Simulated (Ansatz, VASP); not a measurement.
# AlRu: VASP beside Ansatz

The input INCAR:

```
SYSTEM = AlRu
PREC = Accurate
ENCUT = 520
EDIFF = 1E-7
ISMEAR = 0
SIGMA = 0.15
LREAL = .False.
LASPH = .True.
NELM = 80
ALGO = Fast
ISIF = 2
LWAVE = .False.
LCHARG = .True.
GGA = PS
LELF = .True.
LVHAR = .True.
NBANDS = 25
```

The input KPOINTS:

```
Automatic mesh
0
Gamma
  16 16 8
  0 0 0
```

Contents of POSCAR:

```
AlRu
1.0
    2.9763250904      0.0000000000      0.0000000000
    0.0000000000      2.9763250904      0.0000000000
    0.0000000000      0.0000000000      5.9526501809
Al Ru
2 2
Direct
    0.0000000000      0.0000000000     -0.0024526891
    0.0000000000      0.0000000000      0.5024526891
    0.5000000000      0.5000000000      0.2500000000
    0.5000000000      0.5000000000      0.7500000000
```

Input for Ansatz:

```yaml
crystal:
  lattice:
    - [2.9763250904, 0.0, 0.0]
    - [0.0, 2.9763250904, 0.0]
    - [0.0, 0.0, 5.9526501809]
  atoms:
    - { symbol: Al, position: [0.0, 0.0, -0.0024526891] }
    - { symbol: Al, position: [0.0, 0.0, 0.5024526891] }
    - { symbol: Ru, position: [0.5, 0.5, 0.25] }
    - { symbol: Ru, position: [0.5, 0.5, 0.75] }
basis:
  ecutwfc: 420
kpoints:
  mp_grid: { grid: [16, 16, 8] }
hamiltonian:
  xc: pbesol
  pseudopotentials: { kind: paw, azcp: { folder: soft_1 } }
scf:
  occupations: { method: gaussian, width: 0.15 }
output:
  forces: true
  stress: true
  eigenvalues: true
```

Change from the starting cell: mode 4 frozen in at +0.000 Å and mode 12 at -0.015 Å (largest displacements).

Alike in both runs: task single point; functional PBEsol; k mesh 16 × 16 × 8; occupations gaussian, width 0.15 eV; no spin polarisation.

|  | VASP | Ansatz |
| --- | --- | --- |
| version | VASP 6.6.1 | Ansatz 0.2.0 |
| potentials or method | VASP PAW PBE potentials, release 64 (Al, Ru_pv), cutoff 520 eV | scalar-relativistic, plane waves, PAW |
| valence electrons in the cell | 34 | 38 |

VASP gave:

```
gap on the k mesh at the Fermi level (eV) : none
pressure (GPa)                            : 0.1
rms of the force components (eV/Å)        : 0.067
```

Question: Which values does Ansatz return?

Answer: gap on the k mesh at the Fermi level (eV): none; pressure (GPa): 0.0; rms of the force components (eV/Å): 0.067.

VASP's potentials were made for PBE, not for PBEsol, and Ansatz warns of the same on its side. Atom by atom the forces differ by 0.000 eV/Å (rms over components). A gap of «none» marks a metal or a gap that the smearing closes. VASP's potentials hold 34 valence electrons a cell and Ansatz's 38, so a difference there can come from the potentials and not from the codes.
